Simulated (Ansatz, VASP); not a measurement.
## Mo: VASP beside Ansatz

Contents of INCAR:

```
SYSTEM = Mo
PREC = Accurate
ENCUT = 520
EDIFF = 1E-7
ISMEAR = -1
SIGMA = 0.1
LREAL = .FALSE.
LASPH = .TRUE.
NELM = 100
ALGO = Normal
ISIF = 2
LWAVE = .FALSE.
LCHARG = .FALSE.
GGA = RE
NBANDS = 13
```

Contents of KPOINTS:

```
regular mesh
0
G
  23 23 23
  0 0 0
```

File POSCAR:

```
Mo
1.0
   -1.6073299387      1.6073299387      1.6073299387
    1.6073299387     -1.6073299387      1.6073299387
    1.6073299387      1.6073299387     -1.6073299387
Mo
1
Direct
    0.0000000000      0.0000000000      0.0000000000
```

Input for Ansatz:

```yaml
crystal:
  lattice:
    - [-1.6073299387, 1.6073299387, 1.6073299387]
    - [1.6073299387, -1.6073299387, 1.6073299387]
    - [1.6073299387, 1.6073299387, -1.6073299387]
  atoms:
    - { symbol: Mo, position: [0.0, 0.0, 0.0] }
hamiltonian:
  xc: revpbe
  pseudopotentials:
    kind: paw
    azcp:
      Mo: "pseudopotentials/Mo.paw.azcp"
basis:
  ecutwfc: 420
  fft_grid_basis: typed
kpoints:
  mp_grid: { grid: [23, 23, 23], shift: [0, 0, 0] }
magnetization:
  spin_polarized: false
scf:
  occupations: { method: fermi_dirac, width: 0.1 }
output:
  stress: true
```

Alike in both runs: task single point; functional revPBE; k mesh 23 × 23 × 23; occupations fermi-dirac, width 0.1 eV; no spin polarisation.

```csv
,VASP,Ansatz
version,VASP 6.6.1,Ansatz 0.2.0
potentials or method,"VASP PAW PBE potentials, release 64 (Mo_sv), cutoff 520 eV","plane waves (420 eV) with PAW, scalar-relativistic"
valence electrons in the cell,14,14
```

VASP gave:

* pressure (GPa): -9.0

Problem. Estimate Ansatz's values.

Solution. Pressure (GPa): -9.4.

VASP's potentials were made for PBE, not for revPBE. With one functional, cell and mesh, what is left measures potentials, basis and numerics.
